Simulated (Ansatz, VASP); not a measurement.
## Two plane-wave programs on SiGe

Contents of POSCAR:

```
SiGe
1.0
    0.0000000000      2.4596726670      2.7714621600
    2.4596726670      0.0000000000      2.7714621600
    2.4596726670      2.4596726670      0.0000000000
Si Ge
1 1
Direct
    0.0000000000      0.0000000000      0.0000000000
    0.7500000000      0.7500000000      0.7500000000
```

File INCAR.step1:

```
PREC = Accurate
ENCUT = 520
ISMEAR = 0
SIGMA = 0.05
LREAL = F
LASPH = T
NELM = 60
NBANDS = 16
GGA = PE
ALGO = Normal
EDIFF = 1E-4
LWAVE = T
LCHARG = F
```

The input INCAR.step2:

```
PREC = Accurate
ENCUT = 520
EDIFF = 1E-6
ISMEAR = 0
SIGMA = 0.05
LREAL = F
LASPH = T
NELM = 60
ALGO = Normal
ISIF = 2
LWAVE = F
LCHARG = F
METAGGA = R2SCAN
LMIXTAU = T
NBANDS = 16
ISTART = 1
```

Contents of KPOINTS:

```
Automatic mesh
0
Gamma
  8 8 8
```

Input for Ansatz:

```yaml
crystal:
  lattice:
    - [0.0, 2.459672667, 2.77146216]
    - [2.459672667, 0.0, 2.77146216]
    - [2.459672667, 2.459672667, 0.0]
  atoms:
    - { symbol: Si, position: [0.0, 0.0, 0.0] }
    - { symbol: Ge, position: [0.75, 0.75, 0.75] }
basis:
  ecutwfc: 500
kpoints:
  mp_grid: { grid: [8, 8, 8] }
hamiltonian:
  xc: r2scan
scf:
  occupations: { method: gaussian, width: 0.05 }
output:
  forces: true
  stress: true
  eigenvalues: true
```

Change from the starting cell: strain -0.1125 x Voigt [1, 1, 0, 0, 0, 0], atoms carried along.

Alike in both runs: task single point; functional r2SCAN; k mesh 8 × 8 × 8; occupations gaussian, width 0.05 eV; no spin polarisation.

|  | VASP | Ansatz |
| --- | --- | --- |
| version | VASP 6.6.1 | Ansatz 0.2.0 |
| potentials or method | VASP PAW PBE potentials, release 64 (Si, Ge_d), cutoff 520 eV | scalar-relativistic, plane waves, PAW |
| valence electrons in the cell | 18 | 18 |

VASP gave:

| Property | Result |
| --- | --- |
| gap on the k mesh at the Fermi level (eV) | none |
| pressure (GPa) | 32.7 |
| traceless stress, the component that is largest in VASP (GPa) | -8.93 |

Which values does Ansatz return?

gap on the k mesh at the Fermi level (eV): none; pressure (GPa): 32.8; traceless stress, the component that is largest in VASP (GPa): -8.93.

VASP's potentials were made for PBE, not for r2SCAN. A gap of «none» marks a metal or a gap that the smearing closes. Both programs put the cell under a high pressure, so it lies far from rest at this level.
